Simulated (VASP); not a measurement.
## Hf: single point with PBEsol

Hf, a slab with vacuum:

```
Hf
1.0
     3.15845    0.00000    0.00000
    -1.57923    2.73530    0.00000
     0.00000    0.00000   28.50450
Hf
6
Direct
  0.83333 0.16667 0.28066
  0.16667 0.83333 0.36839
  0.83333 0.16667 0.45613
  0.16667 0.83333 0.54387
  0.83333 0.16667 0.63161
  0.16667 0.83333 0.71934
```

```json
{"Program": "VASP 6.6.1", "Task": "single point", "Functional": "PBEsol", "Potentials or basis": "VASP PAW PBE potentials, release 64 (Hf_pv)", "Cutoff": "520 eV", "k mesh": "12 × 12 × 1", "Occupations": "fermi-dirac, width 0.08 eV", "Spin": "no spin polarisation", "Dipole correction": "yes", "Further INCAR settings": "ALGO = Normal; EDIFF = 1e-07; NBANDS = 39"}
```

The largest force is 0.738 eV/Å and the band gap on the k mesh is zero (bands 30 and 31 overlap by 1.39 eV).

Forces on the atoms (eV/Å):
```
Hf   0.000  0.000  0.648
Hf   0.000  0.000 -0.738
Hf   0.000  0.000  0.112
Hf   0.000  0.000 -0.112
Hf   0.000  0.000  0.738
Hf   0.000  0.000 -0.648
```

Levels at points of the mesh, in eV from the Fermi level:
```
           k point  band 28  band 29  band 30  band 31  band 32  band 33
(0.00, 0.00, 0.00)     0.34     0.71     0.91     1.07     1.07     1.08
(0.50, 0.00, 0.00)    -1.07    -1.03     0.22     0.43     1.00     1.24
```

It took 10 min on 1 thread of AMD EPYC 9R14 (Zen 4) (shared host), peak memory 0.37 GiB.

Caveat: the PAW data sets were made with another functional, which shifts forces and pressure a little; spin-orbit coupling is left out, which moves the levels of the heavy elements.
